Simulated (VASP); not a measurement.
Runs of VASP 6.6.1 on Si2As. The structure is that of space group Fm-3m (No. 225), or close to it. The cells are those of the table. 

```tsv
task	cell	k mesh	cutoff (eV)	gap on the mesh (eV)	pressure (GPa)	relaxed volume (Å³/atom)
single point	a = 4.347 Å, angles 60.0°, 3 atoms	6 × 6 × 6	520	none	0.1	-
relaxation of cell and atoms	relaxed from a = 4.122 Å, angles 60.0°, 3 atoms	6 × 6 × 6	600	none	0.2	19.32
single point	a = 4.373 Å, angles 60.0°, 3 atoms	14 × 14 × 14	520	none	0.1	-
relaxation of cell and atoms	relaxed from a = 4.347 Å, angles 60.0°, 3 atoms	14 × 14 × 14	600	none	0.0	(a)
single point	a = 4.122 Å, angles 60.0°, 3 atoms	6 × 6 × 6	520	none	13.8	-
```

Alike in all rows: level PBE; potentials or basis VASP PAW PBE potentials, release 64 (Si, As); no spin polarisation; smearing gaussian 0.1 eV.

Q: Fill in the values left out.

A: (a) 19.76.

Caveats: an odd number of electrons without spin polarisation forces a metal; a magnetic or distorted state may lie lower; the volume moved by over 15 % at a fixed basis, so the end points are rough (at least some runs); the cell stands under pressure (at least some runs).

A k mesh can miss the band edges, and the runs leave out spin-orbit coupling on As.

A gap of «none» marks levels without a gap at the run's occupations.
